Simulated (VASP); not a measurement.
# Mg (Im-3m) in VASP: further runs

Aim: see how the results for Mg move with the level of theory and the settings. Levels: PBE, HSE06. Tasks: relaxation of cell and atoms, single point.

Program: VASP 6.6.1. These are calculated values, not measurements. Logs are shortened: lines on timing, memory, paths and dates and some standing lists are left out, and cuts for length are marked.

## (1) The cell of the first run

It takes space group Im-3m (No. 229, cubic). The conventional cell has a = 3.595 Å, b = 3.595 Å, c = 3.595 Å, α = 90.00°, β = 90.00°, γ = 90.00°. Mg (site symmetry m-3m) has 14 Mg at 3.11 to 3.60 Å within 4.1 Å.

## (2) Relaxation of cell and atoms, PBE

Input file INCAR:

```
SYSTEM = Mg
PREC     = Accurate       ! precision mode
ENCUT    = 600            ! plane-wave cutoff, eV
EDIFF    = 1E-6           ! SCF threshold, eV
ISMEAR   = -1             ! smearing method
SIGMA    = 0.1            ! smearing width, eV
LREAL    = .FALSE.        ! projectors in reciprocal space
LASPH    = .TRUE.         ! aspherical terms in the spheres
NELM     = 60             ! most SCF steps
ALGO     = Normal         ! electronic algorithm
ISIF     = 3              ! what is computed and relaxed
LWAVE    = .FALSE.        ! write WAVECAR
LCHARG   = .FALSE.        ! write CHGCAR
GGA      = PE             ! functional
IBRION   = 2              ! ionic algorithm
NSW      = 80             ! ionic steps
EDIFFG   = -0.01          ! ionic threshold
```

Input file KPOINTS:

```
Automatic mesh
0
G
  12 12 12
  0 0 0
```

Input file POSCAR:

```
Mg
1.0
   -1.7976546712      1.7976546712      1.7976546712
    1.7976546712     -1.7976546712      1.7976546712
    1.7976546712      1.7976546712     -1.7976546712
Mg
1
Direct
    0.0000000000      0.0000000000      0.0000000000
```

Potentials or basis: VASP PAW PBE potentials, release 64 (Mg).

The run is started by

```console
$ cat potpaw_PBE.64/Mg/POTCAR > POTCAR
$ mpirun -np 1 vasp_std > vasp.out
```

OUTCAR:

```text
SYSTEM = Mg
   PREC = Accurate
   ENCUT = 600
   EDIFF = 1E-6
   ISMEAR = -1
   LREAL = .FALSE.
   LASPH = .TRUE.
   NELM = 60
   ISIF = 3
   GGA = PE
   IBRION = 2
   NSW = 80
   EDIFFG = -0.01

 ion  position               nearest neighbor table
   1  0.000  0.000  0.000-

  LATTYP: Found a body centered cubic cell.
 ALAT       =     3.5953093424

  Lattice vectors:

 A1 = (  -1.7976546712,   1.7976546712,   1.7976546712)
 A2 = (   1.7976546712,  -1.7976546712,   1.7976546712)
 A3 = (   1.7976546712,   1.7976546712,  -1.7976546712)

Analysis of symmetry for initial positions (statically):
=====================================================================
 Subroutine PRICEL returns:
 Original cell was already a primitive cell.

 Routine SETGRP: Setting up the symmetry group for a
 body centered cubic supercell.

 Subroutine GETGRP returns: Found 48 space group operations
 (whereof 48 operations were pure point group operations)
 out of a pool of 48 trial point group operations.

The static configuration has the point symmetry O_h .

Analysis of symmetry for dynamics (positions and initial velocities):
=====================================================================
 Subroutine PRICEL returns:
 Original cell was already a primitive cell.

 Routine SETGRP: Setting up the symmetry group for a
 body centered cubic supercell.

 Subroutine GETGRP returns: Found 48 space group operations
 (whereof 48 operations were pure point group operations)
 out of a pool of 48 trial point group operations.

The dynamic configuration has the point symmetry O_h .

 Subroutine INISYM returns: Found 48 space group operations
 (whereof 48 operations are pure point group operations),
 and found     1 'primitive' translations

----------------------------------------------------------------------------------------

                                     Primitive cell

  volume of cell :      23.2369

  direct lattice vectors                    reciprocal lattice vectors
    -1.797654671  1.797654671  1.797654671     0.000000000  0.278140183  0.278140183
     1.797654671 -1.797654671  1.797654671     0.278140183  0.000000000  0.278140183
     1.797654671  1.797654671 -1.797654671     0.278140183  0.278140183  0.000000000

  length of vectors
     3.113629225  3.113629225  3.113629225     0.393349620  0.393349620  0.393349620

  position of ions in fractional coordinates (direct lattice)
     0.000000000  0.000000000  0.000000000

  ion indices of the primitive-cell ions
   primitive index   ion index
                 1           1

----------------------------------------------------------------------------------------

 KPOINTS: Automatic mesh

Automatic generation of k-mesh.
 Grid dimensions read from file:
 generate k-points for:   12   12   12

 Generating k-lattice:

  Cartesian coordinates                     Fractional coordinates (reciprocal lattice)
     0.000000000  0.023178349  0.023178349     0.083333333  0.000000000  0.000000000
     0.023178349  0.000000000  0.023178349     0.000000000  0.083333333  0.000000000
     0.023178349  0.023178349  0.000000000     0.000000000  0.000000000  0.083333333

  Length of vectors
     0.032779135  0.032779135  0.032779135

  Shift w.r.t. Gamma in fractional coordinates (k-lattice)
     0.000000000  0.000000000  0.000000000

 Subroutine IBZKPT returns following result:
 ===========================================

 Found     72 irreducible k-points:

 Following reciprocal coordinates:
            Coordinates               Weight
  0.000000  0.000000  0.000000      1.000000
  0.083333  0.000000  0.000000     12.000000
  0.166667  0.000000  0.000000     12.000000
  0.250000  0.000000  0.000000     12.000000
  0.333333  0.000000  0.000000     12.000000
  0.416667  0.000000  0.000000     12.000000
[... 16 lines left out ...]
  0.333333  0.083333  0.083333     24.000000
  0.416667  0.083333  0.083333     12.000000
 [... further k-points ...]
   k-points           NKPTS =     72   k-points in BZ     NKDIM =     72   number of bands    NBANDS=      5
   number of dos      NEDOS =    301   number of ions     NIONS =      1
   total plane-waves  NPLWV =  21952
   dimension x,y,z NGX =    28 NGY =   28 NGZ =   28
   dimension x,y,z NGXF=    56 NGYF=   56 NGZF=   56
   ions per type =               1
   NGX,Y,Z   is equivalent  to a cutoff of  14.95, 14.95, 14.95 a.u.
   NGXF,Y,Z  is equivalent  to a cutoff of  29.90, 29.90, 29.90 a.u.
 SYSTEM =  Mg
   PREC   = accura    normal or accurate (medium, high low for compatibility)
   ISTART =      0    job   : 0-new  1-cont  2-samecut
   ICHARG =      2    charge: 1-file 2-atom 10-const
   ISPIN  =      1    spin polarized calculation?
   LNONCOLLINEAR =      F non collinear calculations
   LSORBIT =      F    spin-orbit coupling
   LASPH  =      T    aspherical Exc in radial PAW
   ENCUT  =  600.0 eV  44.10 Ry    6.64 a.u.   6.22  6.22  6.22*2*pi/ulx,y,z
   NELM   =     60;   NELMIN=  2; NELMDL= -5     # of ELM steps
   EDIFF  = 0.1E-05   stopping-criterion for ELM
   LREAL  =      F    real-space projection
   EDIFFG = -.1E-01   stopping-criterion for IOM
   NSW    =     80    number of steps for IOM
   IBRION =      2    ionic relax: 0-MD 1-quasi-New 2-CG
   NFREE  =      1    steps in history (QN), initial steepest desc. (CG)
   ISIF   =      3    stress and relaxation
   ISYM   =      2    0-nonsym 1-usesym 2-fastsym
   POTIM  = 0.5000    time-step for ionic-motion
   TEBEG  =    0.0;   TEEND  =   0.0 temperature during run
   PSTRESS=    0.0 pullay stress
   NELECT =       2.0000    total number of electrons
   NUPDOWN=      -1.0000    fix difference up-down
   EMIN   =  10.00;   EMAX   =-10.00  energy-range for DOS
   EFERMI =   0.00;   METHOD = LEGACY
   ISMEAR =    -1;   SIGMA  =   0.10  broadening in eV -4-tet -1-fermi 0-gaus
   EFERMI_NEDOS =   21; number of points for ismear=-14 and -15
   IALGO  =     38    algorithm
   IMIX   =      4    mixing-type and parameters
     AMIX     =   0.40;   BMIX     =  1.00
     AMIX_MAG =   1.60;   BMIX_MAG =  1.00
  volume/ion in A,a.u.               =      23.24       156.81
  Fermi-wavevector in a.u.,A,eV,Ry     =   0.722812  1.365916  7.108458  0.522457
  Thomas-Fermi vector in A             =   1.812869
   LORBIT       =      0    0 simple, 1 ext, 2 COOP (PROOUT), +10 PAW based schemes
   GGA     = PE    functional components
   LHFCALC =     F    Hartree Fock is set to
   AEXX    =    0.0000 exact exchange contribution
   IVDW    =     0    specifies the selected vdW correction
   LEPSILON=     F    determine dielectric tensor
   LRPA    =     F    only Hartree local field effects (RPA)
 conjugate gradient relaxation of ions
 non-spin polarized calculation
  energy-cutoff  :      600.00
  volume of cell :       23.24
 maximum number of plane-waves:       798
 NGX is ok and might be reduce to    28
   NGX = 13   NGY = 13   NGZ = 13

--------------------------------------- Ionic step        1  -------------------------------------------

 number of electron       2.0000000 magnetization

 Free energy of the ion-electron system (eV)
  ---------------------------------------------------
  ext. energy  EPLUGINS =         0.00000000
  ---------------------------------------------------
  free energy    TOTEN  =        -1.48078185 eV

  energy without entropy =       -1.46465783  energy(sigma->0) =       -1.47271984

------------------------ aborting loop because EDIFF is reached ----------------------------------------

  FORCE on cell =-STRESS in cart. coord.  units (eV):
  Direction    XX          YY          ZZ          XY          YZ          ZX
  --------------------------------------------------------------------------------------
  -------------------------------------------------------------------------------------
  Total       -0.0839566     -0.0839566     -0.0839566     -0.0000000     -0.0000000      0.0000000
  in kB       -5.7887729     -5.7887729     -5.7887729     -0.0000000     -0.0000000      0.0000000
  external PRESSURE =      -5.7887729 kB  Pullay stress =       0.0000000 kB
[... 55 lines left out ...]
  energy  without entropy=       -1.4655086471  energy(sigma->0) =       -1.47347477

--------------------------------------- Ionic step        3  -------------------------------------------

 number of electron       2.0000000 magnetization

 Free energy of the ion-electron system (eV)
  ---------------------------------------------------
  ext. energy  EPLUGINS =         0.00000000
  ---------------------------------------------------
  free energy    TOTEN  =        -1.48149791 eV

  energy without entropy =       -1.46564271  energy(sigma->0) =       -1.47357031

 E-fermi :   2.6620     XC(G=0):  -8.5096

 val. band max:        2.6034724810   @ k =   0.4167   0.0833   0.0000
 cond. band min:       2.6910343159   @ k =  -0.4167  -0.4167   0.0833
 fundamental gap:      0.0875618349
 Fermi energy:         2.6619923110

 k-point     1 :       0.0000    0.0000    0.0000
  band No.  band energies     occupation
      1      -4.2902      2.00000
      2      15.7250      0.00000
      3      15.7250      0.00000
      4      15.7250      0.00000
      5      17.7457      0.00000

 k-point     2 :       0.0833    0.0000    0.0000
  band No.  band energies     occupation
      1      -4.1262      2.00000
      2      13.9577      0.00000
      3      14.9688      0.00000
      4      15.0182      0.00000
      5      16.4409      0.00000
[... 169 lines left out ...]
 k-point    24 :       0.4167    0.0833    0.0833
  band No.  band energies     occupation
      1       1.4811      1.99999
      2       2.0782      1.99418
      3       8.6737      0.00000
      4       9.7719      0.00000
      5      16.1457      0.00000

 [... further k-points ...]
[... 5 lines left out ...]
  --------------------------------------------------------------------------------------
  -------------------------------------------------------------------------------------
  Total       -0.0000469     -0.0000469     -0.0000469     -0.0000000      0.0000000     -0.0000000
  in kB       -0.0032894     -0.0032894     -0.0032894     -0.0000000      0.0000000     -0.0000000
  external PRESSURE =      -0.0032894 kB  Pullay stress =       0.0000000 kB
[... 16 lines left out ...]
  FREE ENERGIE OF THE ION-ELECTRON SYSTEM (eV)
  ---------------------------------------------------
  free  energy   TOTEN  =        -1.4814979115 eV

  energy  without entropy=       -1.4656427075  energy(sigma->0) =       -1.47357031

 reached required accuracy - stopping structural energy minimisation
```

Run time: 13 s. Hardware: 1 thread of Intel Xeon 6975P-C, shared host; peak memory 0.17 GiB.

What came out:

| Property | Result |
| --- | --- |
| Free energy | -1.4815 eV |
| Relaxed volume | 22.84 Å³/atom |
| Relaxed cell | a = 3.096 Å, b = 3.096 Å, c = 3.096 Å, α = 109.47°, β = 109.47°, γ = 109.47° |
| Space group after relaxing (to 0.05 Å) | Im-3m (No. 229) |
| Energy gained by relaxing | 0.7 meV/atom |
| Ionic steps | 3 |
| Pressure after relaxing | 0.0 GPa |
| Band gap on the k mesh | zero (band 1 reaches 6.54 eV, above the bottom of band 2 at 1.76 eV) |

Step by step:
```csv
step,energy change (eV),largest force (eV/Å),pressure (GPa),volume (Å³)
1,0.0000,0.0000,-0.58,23.24
2,-0.0007,0.0000,-0.17,22.96
3,-0.0007,0.0000,0.00,22.84
```

Final structure:
```
Mg
1.0
    -1.78748    1.78748    1.78748
     1.78748   -1.78748    1.78748
     1.78748    1.78748   -1.78748
Mg
1
Direct
  0.00000 0.00000 0.00000
```

Levels at points of the mesh, in eV from the Fermi level:
| k point | band 1 | band 2 | band 3 | band 4 | band 5 |
| --- | --- | --- | --- | --- | --- |
| (0.00, 0.00, 0.00) | -6.95 | 13.06 | 13.06 | 13.06 | 15.08 |
| (0.50, 0.00, 0.00) | -1.48 | -0.90 | 8.66 | 9.38 | 10.24 |
| (0.50, 0.50, 0.50) | 3.88 | 3.88 | 3.88 | 4.02 | 4.02 |

## (3) Single point, PBE

This run uses another cell than the first one, of 22.93 Å³/atom, 0.987 times its volume.

Input file INCAR:

```
PREC = Accurate ; ENCUT = 520
EDIFF = 1E-7 ; ISMEAR = -1
SIGMA = 0.1 ; LREAL = F
LASPH = T ; NELM = 80
ALGO = Normal ; ISIF = 2
LWAVE = F ; LCHARG = T
GGA = PE ; LELF = T
LVHAR = T ; NBANDS = 7
```

Input file KPOINTS:

```
regular mesh
0
Gamma
  20 20 20
```

Input file POSCAR:

```
Mg
1.0
   -1.7896438141      1.7896438141      1.7896438141
    1.7896438141     -1.7896438141      1.7896438141
    1.7896438141      1.7896438141     -1.7896438141
Mg
1
Direct
    0.0000000000      0.0000000000      0.0000000000
```

Potentials or basis: VASP PAW PBE potentials, release 64 (Mg).

The run is started by

```console
$ cat potpaw_PBE.64/Mg/POTCAR > POTCAR
$ mpirun -np 1 vasp_std > vasp.out
```

Wall time 14 s (1 thread of Intel Xeon 6975P-C, shared host); peak memory 0.17 GiB.

The run converged. Its results:

- Free energy: -1.4852 eV
- Pressure: -0.1 GPa
- Band gap on the k mesh: zero (band 1 reaches 6.51 eV, above the bottom of band 2 at 1.74 eV)

Levels at points of the mesh, in eV from the Fermi level:
```csv
k point,band 1,band 2,band 3,band 4,band 5
"(0.00, 0.00, 0.00)",-6.97,13.00,13.00,13.00,15.02
"(0.50, 0.00, 0.00)",-1.51,-0.93,8.61,9.32,10.18
"(0.50, 0.50, 0.50)",3.84,3.84,3.84,3.98,3.98
```

(Part 1 of 3 ends here.)
